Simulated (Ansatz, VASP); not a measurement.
## Two plane-wave programs on GaN

```
Ga N
1.0
     3.15030    0.00000    0.00000
     0.00000    4.45520    0.00000
     0.00000    0.00000    3.15030
Ga N
2 2
Direct
  0.00000 0.00000 0.00000
  0.50000 0.50000 0.50000
  0.50000 0.25000 0.00000
  0.00000 0.75000 0.50000
```

Alike in both runs: task single point; functional LDA; k mesh 6 × 4 × 6; occupations gaussian, width 0.1 eV; no spin polarisation.

|  | VASP | Ansatz |
| --- | --- | --- |
| version | VASP 6.6.1 | Ansatz 0.2.0 |
| potentials or method | VASP PAW LDA potentials, release 64 (Ga_d, N), cutoff 600 eV | scalar-relativistic, plane waves, PAW |
| valence electrons in the cell | 36 | 36 |

|  | VASP | Ansatz | Ansatz less VASP |
| --- | --- | --- | --- |
| gap on the k mesh at the Fermi level (eV) | 1.97 | 1.96 | -0.011 |
| least direct gap on the mesh (eV) | 1.97 | 1.96 | -0.011 |
| pressure (GPa) | 1.1 | 0.0 | -1.07 |

Ansatz warns that its potentials were made for another functional, while VASP's fit it. LDA's correlation is that of Perdew and Zunger in VASP and of Perdew and Wang (1992) in Ansatz. Ansatz's warnings: structure snapped to symmetry.
